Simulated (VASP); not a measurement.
# SiSe3 (P6/mmm) in VASP: single point with PBE

Aim: the single point of SiSe3 with PBE.

Everything below comes from runs of VASP 6.6.1. Logs are shortened: lines on timing, memory, paths and dates and some standing lists are left out, and cuts for length are marked.

### Step 1. The cell of the first run

The structure is hexagonal, space group P6/mmm (No. 191). Conventional cell: a = 10.327 Å, b = 10.327 Å, c = 4.896 Å, α = 90.00°, β = 90.00°, γ = 120.00°. Within 3.2 Å of Si (site symmetry mmm) lie 6 Se at 2.45 to 2.58 Å. Within 3.2 Å of Se (site symmetry mmm) lie 2 Si at 2.45 Å. Within 3.4 Å of Se (site symmetry mm2) lie 2 Si at 2.58 Å and 2 Se at 2.72 Å.

### Step 2. Single point, PBE

File INCAR:

```
PREC     = Accurate       # precision mode
ENCUT    = 520            # plane-wave cutoff, eV
EDIFF    = 1E-6           # SCF threshold, eV
ISMEAR   = 0              # smearing method
SIGMA    = 0.1            # smearing width, eV
LREAL    = False          # projectors in reciprocal space
LASPH    = True           # aspherical terms in the spheres
NELM     = 100            # most SCF steps
ALGO     = Normal         # electronic algorithm
ISIF     = 2              # what is computed and relaxed
LWAVE    = False          # write WAVECAR
LCHARG   = True           # write CHGCAR
GGA      = PE             # functional
LELF     = True           # ELF
LVHAR    = True         
NBANDS   = 45             # bands
```

File KPOINTS:

```
Automatic mesh
0
Gamma
  6 6 8
```

File POSCAR:

```
SiSe3
1.0
   10.3268145970      0.0000000000      0.0000000000
   -5.1634072985      8.9432837811      0.0000000000
    0.0000000000      0.0000000000      4.8964985020
Si Se
3 9
Direct
    0.5000000000      0.0000000000      0.0000000000
    0.5000000000      0.5000000000      0.0000000000
    0.0000000000      0.5000000000      0.0000000000
    0.5000000000      0.0000000000      0.5000000000
    0.5088780316      0.7544390158      0.0000000000
    0.4911219684      0.2455609842      0.0000000000
    0.2455609842      0.7544390158      0.0000000000
    0.7544390158      0.2455609842      0.0000000000
    0.5000000000      0.5000000000      0.5000000000
    0.2455609842      0.4911219684      0.0000000000
    0.7544390158      0.5088780316      0.0000000000
    0.0000000000      0.5000000000      0.5000000000
```

Potentials or basis: VASP PAW PBE potentials, release 64 (Si, Se).

On the command line:

```
> cat potpaw_PBE.64/Si/POTCAR potpaw_PBE.64/Se/POTCAR > POTCAR
> mpirun -np 1 vasp_std > vasp.out
```

OUTCAR:

```text
PREC = Accurate
   ENCUT = 520
   EDIFF = 1E-6
   ISMEAR = 0
   LREAL = False
   LASPH = True
   NELM = 100
   ISIF = 2
   GGA = PE

 ion  position               nearest neighbor table
   1  0.500  0.000  0.000-   4 2.45   4 2.45   6 2.58   5 2.58   8 2.58   7 2.58
   2  0.500  0.500  0.000-   9 2.45   9 2.45   5 2.58   6 2.58  11 2.58  10 2.58
   3  0.000  0.500  0.000-  12 2.45  12 2.45   7 2.58   8 2.58  10 2.58  11 2.58
   4  0.500  0.000  0.500-   1 2.45   1 2.45
   5  0.509  0.754  0.000-   2 2.58   1 2.58  10 2.72   7 2.72
   6  0.491  0.246  0.000-   2 2.58   1 2.58  11 2.72   8 2.72
   7  0.246  0.754  0.000-   3 2.58   1 2.58  10 2.72   5 2.72
   8  0.754  0.246  0.000-   3 2.58   1 2.58  11 2.72   6 2.72
   9  0.500  0.500  0.500-   2 2.45   2 2.45
  10  0.246  0.491  0.000-   3 2.58   2 2.58   5 2.72   7 2.72
  11  0.754  0.509  0.000-   3 2.58   2 2.58   6 2.72   8 2.72
  12  0.000  0.500  0.500-   3 2.45   3 2.45

  LATTYP: Found a hexagonal cell.
 ALAT       =    10.3268145970
 C/A-ratio  =     0.4741538115

  Lattice vectors:

 A1 = (  10.3268145970,   0.0000000000,   0.0000000000)
 A2 = (  -5.1634072985,   8.9432837811,   0.0000000000)
 A3 = (   0.0000000000,   0.0000000000,   4.8964985020)

Analysis of symmetry for initial positions (statically):
=====================================================================
 Subroutine PRICEL returns:
 Original cell was already a primitive cell.

 Routine SETGRP: Setting up the symmetry group for a
 hexagonal supercell.

 Subroutine GETGRP returns: Found 24 space group operations
 (whereof 24 operations were pure point group operations)
 out of a pool of 24 trial point group operations.

The static configuration has the point symmetry D_6h.

Analysis of symmetry for dynamics (positions and initial velocities):
=====================================================================
 Subroutine PRICEL returns:
 Original cell was already a primitive cell.

 Routine SETGRP: Setting up the symmetry group for a
 hexagonal supercell.

 Subroutine GETGRP returns: Found 24 space group operations
 (whereof 24 operations were pure point group operations)
 out of a pool of 24 trial point group operations.

The dynamic configuration has the point symmetry D_6h.

 Subroutine INISYM returns: Found 24 space group operations
 (whereof 24 operations are pure point group operations),
 and found     1 'primitive' translations

----------------------------------------------------------------------------------------

                                     Primitive cell

  volume of cell :     452.2192

  direct lattice vectors                    reciprocal lattice vectors
    10.326814597  0.000000000  0.000000000     0.096835282  0.055907876  0.000000000
    -5.163407299  8.943283781  0.000000000     0.000000000  0.111815752  0.000000000
     0.000000000  0.000000000  4.896498502     0.000000000  0.000000000  0.204227572

  length of vectors
    10.326814597 10.326814597  4.896498502     0.111815752  0.111815752  0.204227572

  position of ions in fractional coordinates (direct lattice)
     0.500000000  0.000000000  0.000000000
     0.500000000  0.500000000  0.000000000
     0.000000000  0.500000000  0.000000000
     0.500000000  0.000000000  0.500000000
     0.508878032  0.754439016  0.000000000
     0.491121968  0.245560984  0.000000000
     0.245560984  0.754439016  0.000000000
     0.754439016  0.245560984  0.000000000
     0.500000000  0.500000000  0.500000000
     0.245560984  0.491121968  0.000000000
     0.754439016  0.508878032  0.000000000
     0.000000000  0.500000000  0.500000000

  ion indices of the primitive-cell ions
   primitive index   ion index
                 1           1
                 2           2
                 3           3
                 4           4
                 5           5
                 6           6
                 7           7
                 8           8
                 9           9
                10          10
                11          11
                12          12

----------------------------------------------------------------------------------------

 KPOINTS: Automatic mesh

Automatic generation of k-mesh.
 Grid dimensions read from file:
 generate k-points for:    6    6    8

 Generating k-lattice:

  Cartesian coordinates                     Fractional coordinates (reciprocal lattice)
     0.016139214  0.009317979  0.000000000     0.166666667  0.000000000  0.000000000
     0.000000000  0.018635959  0.000000000     0.000000000  0.166666667  0.000000000
     0.000000000  0.000000000  0.025528446     0.000000000  0.000000000  0.125000000

  Length of vectors
     0.018635959  0.018635959  0.025528446

  Shift w.r.t. Gamma in fractional coordinates (k-lattice)
     0.000000000  0.000000000  0.000000000

 Subroutine IBZKPT returns following result:
 ===========================================

 Found     35 irreducible k-points:

 Following reciprocal coordinates:
            Coordinates               Weight
  0.000000  0.000000  0.000000      1.000000
  0.166667  0.000000  0.000000      6.000000
  0.333333 -0.000000  0.000000      6.000000
  0.500000  0.000000  0.000000      3.000000
  0.166667  0.166667  0.000000      6.000000
  0.333333  0.166667  0.000000     12.000000
[... 16 lines left out ...]
  0.166667  0.000000  0.375000     12.000000
  0.333333 -0.000000  0.375000     12.000000
 [... further k-points ...]
   k-points           NKPTS =     35   k-points in BZ     NKDIM =     35   number of bands    NBANDS=     45
   number of dos      NEDOS =    301   number of ions     NIONS =     12
   total plane-waves  NPLWV = 230400
   dimension x,y,z NGX =    80 NGY =   80 NGZ =   36
   dimension x,y,z NGXF=   160 NGYF=  160 NGZF=   72
   ions per type =               3   9
   NGX,Y,Z   is equivalent  to a cutoff of  12.88, 12.88, 12.22 a.u.
   NGXF,Y,Z  is equivalent  to a cutoff of  25.76, 25.76, 24.45 a.u.
 SYSTEM =  unknown system
   PREC   = accura    normal or accurate (medium, high low for compatibility)
   ISTART =      0    job   : 0-new  1-cont  2-samecut
   ICHARG =      2    charge: 1-file 2-atom 10-const
   ISPIN  =      1    spin polarized calculation?
   LNONCOLLINEAR =      F non collinear calculations
   LSORBIT =      F    spin-orbit coupling
   LASPH  =      T    aspherical Exc in radial PAW
   ENCUT  =  520.0 eV  38.22 Ry    6.18 a.u.  19.20 19.20  9.10*2*pi/ulx,y,z
   NELM   =    100;   NELMIN=  2; NELMDL= -5     # of ELM steps
   EDIFF  = 0.1E-05   stopping-criterion for ELM
   LREAL  =      F    real-space projection
   EDIFFG = 0.1E-04   stopping-criterion for IOM
   NSW    =      0    number of steps for IOM
   IBRION =     -1    ionic relax: 0-MD 1-quasi-New 2-CG
   NFREE  =      0    steps in history (QN), initial steepest desc. (CG)
   ISIF   =      2    stress and relaxation
   ISYM   =      2    0-nonsym 1-usesym 2-fastsym
   POTIM  = 0.5000    time-step for ionic-motion
   TEBEG  =    0.0;   TEEND  =   0.0 temperature during run
   PSTRESS=    0.0 pullay stress
   NELECT =      66.0000    total number of electrons
   NUPDOWN=      -1.0000    fix difference up-down
   EMIN   =  10.00;   EMAX   =-10.00  energy-range for DOS
   EFERMI =   0.00;   METHOD = LEGACY
   ISMEAR =     0;   SIGMA  =   0.10  broadening in eV -4-tet -1-fermi 0-gaus
   EFERMI_NEDOS =   21; number of points for ismear=-14 and -15
   IALGO  =     38    algorithm
   IMIX   =      4    mixing-type and parameters
     AMIX     =   0.40;   BMIX     =  1.00
     AMIX_MAG =   1.60;   BMIX_MAG =  1.00
  volume/ion in A,a.u.               =      37.68       254.31
  Fermi-wavevector in a.u.,A,eV,Ry     =   0.861932  1.628816 10.108139  0.742927
  Thomas-Fermi vector in A             =   1.979659
   LORBIT       =      0    0 simple, 1 ext, 2 COOP (PROOUT), +10 PAW based schemes
   GGA     = PE    functional components
   LHFCALC =     F    Hartree Fock is set to
   AEXX    =    0.0000 exact exchange contribution
   IVDW    =     0    specifies the selected vdW correction
   LEPSILON=     F    determine dielectric tensor
   LRPA    =     F    only Hartree local field effects (RPA)
 non-spin polarized calculation
 Gauss-broadening in eV      SIGMA  =   0.10
  energy-cutoff  :      520.00
  volume of cell :      452.22
 maximum number of plane-waves:     12229
 NGX is ok and might be reduce to    80
   NGX = 39   NGY = 39   NGZ = 19

 number of electron      66.0000005 magnetization

 Free energy of the ion-electron system (eV)
  ---------------------------------------------------
  ext. energy  EPLUGINS =         0.00000000
  ---------------------------------------------------
  free energy    TOTEN  =       -41.49340135 eV

  energy without entropy =      -41.42845499  energy(sigma->0) =      -41.46092817

 E-fermi :   0.3805     XC(G=0):  -6.7461

 val. band max:        0.3779290568   @ k =   0.1667   0.0000   0.0000
 cond. band min:       0.3809571909   @ k =   0.5000   0.0000   0.5000
 fundamental gap:      0.0030281341
 Fermi energy:         0.3805460752

 k-point     1 :       0.0000    0.0000    0.0000
  band No.  band energies     occupation
      1     -14.5694      2.00000
      2     -14.0688      2.00000
      3     -12.9202      2.00000
      4     -12.9202      2.00000
      5     -12.0273      2.00000
      6     -12.0273      2.00000
[... 37 lines left out ...]
     44       5.6428      0.00000
     45       5.6428      0.00000

 k-point     2 :       0.1667    0.0000    0.0000
  band No.  band energies     occupation
      1     -14.5482      2.00000
      2     -14.1142      2.00000
      3     -12.9246      2.00000
      4     -12.8612      2.00000
      5     -12.0952      2.00000
      6     -12.0096      2.00000
[... 37 lines left out ...]
     44       5.7021      0.00000
     45       5.7836      0.00000

 k-point     3 :       0.3333   -0.0000    0.0000
  band No.  band energies     occupation
      1     -14.4908      2.00000
      2     -14.2150      2.00000
      3     -12.9331      2.00000
      4     -12.7265      2.00000
      5     -12.2264      2.00000
      6     -11.9720      2.00000
[... 37 lines left out ...]
     44       5.6675      0.00000
     45       5.7957      0.00000

 k-point     4 :       0.5000    0.0000    0.0000
  band No.  band energies     occupation
      1     -14.4412      2.00000
      2     -14.2843      2.00000
      3     -12.9372      2.00000
      4     -12.6352      2.00000
      5     -12.3120      2.00000
      6     -11.9516      2.00000
[... 901 lines left out ...]
     44       4.8612      0.00000
     45       4.8612      0.00000

 k-point    23 :       0.1667    0.0000    0.3750
  band No.  band energies     occupation
      1     -14.3744      2.00000
      2     -14.0667      2.00000
      3     -12.4291      2.00000
      4     -12.3981      2.00000
      5     -12.0452      2.00000
      6     -11.9800      2.00000
[... 37 lines left out ...]
     44       4.8476      0.00000
     45       4.9043      0.00000

 k-point    24 :       0.3333   -0.0000    0.3750
  band No.  band energies     occupation
      1     -14.3289      2.00000
      2     -14.1294      2.00000
      3     -12.4447      2.00000
      4     -12.3476      2.00000
      5     -12.0996      2.00000
      6     -11.9445      2.00000
[... 37 lines left out ...]
     44       4.7625      0.00000
     45       5.0736      0.00000

 [... further k-points ...]
[... 5 lines left out ...]
  --------------------------------------------------------------------------------------
  -------------------------------------------------------------------------------------
  Total       -0.0180850     -0.0180850     -0.0407369      0.0000000      0.0000000      0.0000000
  in kB       -0.0640738     -0.0640738     -0.1443278      0.0000000      0.0000000      0.0000000
  external PRESSURE =      -0.0908251 kB  Pullay stress =       0.0000000 kB

 VOLUME and BASIS-vectors are now :
 -----------------------------------------------------------------------------
  energy-cutoff  :      520.00
  volume of cell :      452.22
      direct lattice vectors                 reciprocal lattice vectors
    10.326814597  0.000000000  0.000000000     0.096835282  0.055907876  0.000000000
    -5.163407299  8.943283781  0.000000000     0.000000000  0.111815752  0.000000000
     0.000000000  0.000000000  4.896498502     0.000000000  0.000000000  0.204227572

 POSITION                                       TOTAL-FORCE (eV/Angst)
 -----------------------------------------------------------------------------------
      5.16341      0.00000      0.00000         0.000000     -0.000000      0.000000
      2.58170      4.47164      0.00000         0.000000     -0.000000      0.000000
     -2.58170      4.47164      0.00000         0.000000     -0.000000      0.000000
      5.16341      0.00000      2.44825         0.000000     -0.000000      0.000000
      1.35961      6.74716      0.00000         0.005982      0.003454     -0.000000
      3.80379      2.19612      0.00000        -0.005982     -0.003454     -0.000000
     -1.35961      6.74716      0.00000        -0.005982      0.003454      0.000000
      6.52302      2.19612      0.00000         0.005982     -0.003454      0.000000
      2.58170      4.47164      2.44825         0.000000     -0.000000      0.000000
     -0.00000      4.39224      0.00000         0.000000     -0.006907     -0.000000
      5.16341      4.55104      0.00000        -0.000000      0.006907      0.000000
     -2.58170      4.47164      2.44825         0.000000     -0.000000      0.000000
 -----------------------------------------------------------------------------------
    total drift:                               -0.000000      0.000000      0.000000

  FREE ENERGIE OF THE ION-ELECTRON SYSTEM (eV)
  ---------------------------------------------------
  free  energy   TOTEN  =       -41.4934013507 eV

  energy  without entropy=      -41.4284549897  energy(sigma->0) =      -41.46092817
```

It took 28 min on 1 thread of Intel Xeon 8259CL, shared host; peak memory 0.87 GiB.

What came out:

* Free energy: -41.4934 eV
* Pressure: 0.0 GPa
* Largest force: 0.007 eV/Å
* Band gap on the k mesh: zero (band 33 reaches 0.75 eV, above the bottom of band 34 at -0.12 eV)

Forces on the atoms (eV/Å):
```
Si   0.000  0.000  0.000
Si   0.000  0.000  0.000
Si   0.000  0.000  0.000
Se   0.000  0.000  0.000
Se   0.006  0.003  0.000
Se  -0.006 -0.003  0.000
Se  -0.006  0.003  0.000
Se   0.006 -0.003  0.000
Se   0.000  0.000  0.000
Se   0.000 -0.007  0.000
Se   0.000  0.007  0.000
Se   0.000  0.000  0.000
```
